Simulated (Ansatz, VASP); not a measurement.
# Two plane-wave programs on Al4Cu

```xyz
5
Lattice="-2.8409 2.8409 2.8409 2.8409 -2.8409 2.8409 2.8409 2.8409 -2.8409" Properties=species:S:1:pos:R:3 pbc="T T T"
Al    1.4205    1.4205    1.4205
Al   -1.4205    1.4205    1.4205
Al    1.4205    1.4205   -1.4205
Al    1.4205   -1.4205    1.4205
Cu    0.0000    0.0000    0.0000
```

Change from the starting cell: species swapped into the GeF4 type (I-43m, No. 217).

Alike in both runs: functional PBE; k mesh 10 × 10 × 10; occupations gaussian, width 0.1 eV; no spin polarisation.

Ansatz relaxed the structure, and its values are those at the end. VASP's run is a single point on that final structure, the one shown.

```csv
,VASP,Ansatz
version,VASP 6.6.1,Ansatz 0.2.0
potentials or method,"VASP PAW PBE potentials, release 64 (Al, Cu), cutoff 520 eV","scalar-relativistic, plane waves, PAW"
valence electrons in the cell,23,31
```

VASP gave:

```
gap on the k mesh at the Fermi level (eV) : none
pressure (GPa)                            : 0.1
```

Question: Estimate Ansatz's values.

Answer: gap on the k mesh at the Fermi level (eV): none; pressure (GPa): 0.0.

A gap of «none» marks a metal or a gap that the smearing closes. VASP's potentials hold 23 valence electrons a cell and Ansatz's 31, so a difference there can come from the potentials and not from the codes.
